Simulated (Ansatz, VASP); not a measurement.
## One calculation of HfC, two programs

File INCAR:

```
SYSTEM = HfC
PREC = Accurate
ENCUT = 600
EDIFF = 1E-7
ISMEAR = 0
SIGMA = 0.1
LREAL = .False.
LASPH = .True.
NELM = 120
ALGO = Normal
ISIF = 3
LWAVE = .False.
LCHARG = .False.
GGA = CA
IBRION = 2
NSW = 100
EDIFFG = -0.002
GGA_COMPAT = .False.
NELMIN = 4
```

File KPOINTS:

```
regular mesh
0
Gamma
  16 16 16
  0 0 0
```

POSCAR

```
HfC
1.0
    0.0000000000      2.3100000000      2.3100000000
    2.3100000000      0.0000000000      2.3100000000
    2.3100000000      2.3100000000      0.0000000000
Hf C
1 1
Direct
    0.0000000000      0.0000000000      0.0000000000
    0.5000000000      0.5000000000      0.5000000000
```

Input for Ansatz:

```yaml
crystal:
  lattice:
    - [0.0, 2.31, 2.31]
    - [2.31, 0.0, 2.31]
    - [2.31, 2.31, 0.0]
  atoms:
    - { symbol: Hf, position: [0.0, 0.0, 0.0] }
    - { symbol: C, position: [0.5, 0.5, 0.5] }
basis:
  ecutwfc: 420
kpoints:
  mp_grid: { grid: [16, 16, 16] }
hamiltonian:
  xc: lda
  pseudopotentials: { kind: paw, azcp: { folder: soft_1 } }
scf:
  occupations: { method: gaussian, width: 0.1 }
output:
  forces: true
  stress: true
  eigenvalues: true
relax:
  adjacent_minimum: "off"
  f_tol: 0.002
  max_steps: 80
  cell: { stress_tol: 0.02 }
```

Alike in both runs: task relaxation of cell and atoms; functional LDA; k mesh 16 × 16 × 16; occupations gaussian, width 0.1 eV; no spin polarisation.

|  | VASP | Ansatz |
| --- | --- | --- |
| version | VASP 6.6.1 | Ansatz 0.2.0 |
| potentials or method | VASP PAW LDA potentials, release 64 (Hf_pv, C), cutoff 600 eV | scalar-relativistic, plane waves, PAW |
| valence electrons in the cell | 14 | 30 |

VASP gave:

| Quantity | Value |
| --- | --- |
| gap on the k mesh at the Fermi level, each at its own relaxed structure (eV) | none |
| relaxed volume (Å³/atom) | 11.98 |
| relaxed length of the cell vector where the two differ most in proportion (Å) | 3.236 |

Estimate Ansatz's values.

gap on the k mesh at the Fermi level, each at its own relaxed structure (eV): none; relaxed volume (Å³/atom): 11.95; relaxed length of the cell vector where the two differ most in proportion (Å): 3.233.

Ansatz warns that its potentials were made for another functional, while VASP's fit it. LDA's correlation is that of Perdew and Zunger in VASP and of Perdew and Wang (1992) in Ansatz. A gap of «none» marks a metal or a gap that the smearing closes. VASP's potentials hold 14 valence electrons a cell and Ansatz's 30, so a difference there can come from the potentials and not from the codes.

Spin-orbit coupling is off throughout.
